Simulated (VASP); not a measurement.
Here is a VASP 6.6.1 calculation.

The input INCAR:

```
ALGO = Fast
EDIFF = 1E-7
ENCUT = 520
ISIF = 2
ISMEAR = -1
LASPH = T
LCHARG = F
LREAL = F
LWAVE = F
NBANDS = 14
NELM = 60
PREC = Accurate
SIGMA = 0.05
```

File KPOINTS:

```
k-points
0
Gamma
  11 11 6
```

POSCAR

```
TiAl
1.0
    2.9234973377      0.0000000000      0.0000000000
   -1.4617486688      2.5318229623      0.0000000000
    0.0000000000      0.0000000000      4.7698334112
Ti Al
1 1
Direct
    0.0000000000      0.0000000000      0.0000000000
    0.3333333333      0.6666666667      0.5000000000
```

Potentials or basis: VASP PAW LDA potentials, release 64 (Ti_sv, Al).

The run is started by

```bash
$ cat potpaw_LDA.64/Ti_sv/POTCAR potpaw_LDA.64/Al/POTCAR > POTCAR
$ mpirun -np 1 vasp_std > vasp.out
```

(1) Estimate the pressure.

Results:

(1) -10.9 GPa.
